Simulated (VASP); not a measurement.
## Au: single point with LDA

The system is Au.

```
Au
1.0
     0.00000    2.02644    2.02644
     2.02644    0.00000    2.02644
     2.02644    2.02644    0.00000
Au
1
Direct
  0.00000 0.00000 0.00000
```

| Quantity | Value |
| --- | --- |
| Program | VASP 6.6.1 |
| Task | single point |
| Functional | LDA |
| Potentials or basis | VASP PAW LDA potentials, release 64 (Au) |
| Cutoff | 520 eV |
| k mesh | 14 × 14 × 14 |
| Occupations | fermi-dirac, width 0.136057 eV |
| Spin | no spin polarisation |

| Item | Value |
| --- | --- |
| Pressure | -0.2 GPa |

Levels at points of the mesh, in eV from the Fermi level:
```tsv
k point	band 2	band 3	band 4	band 5	band 6	band 7	band 8	band 9	band 10	band 11
(0.00, 0.00, 0.00)	-4.83	-4.83	-4.83	-3.23	-3.23	14.46	18.55	18.55	18.55	23.66
(0.50, 0.00, 0.00)	-4.87	-4.87	-1.97	-1.97	-1.11	3.19	13.92	17.20	17.20	25.30
(0.50, 0.50, 0.00)	-6.98	-2.01	-1.64	-1.64	0.90	5.95	10.00	10.00	17.52	20.20
```

Wall time 32 s on 1 thread of AMD EPYC 7R43 64-Core Processor (Zen 3) (shared host), peak memory 0.11 GiB.

Caveat: spin-orbit coupling is left out, which moves the levels of the heavy elements.
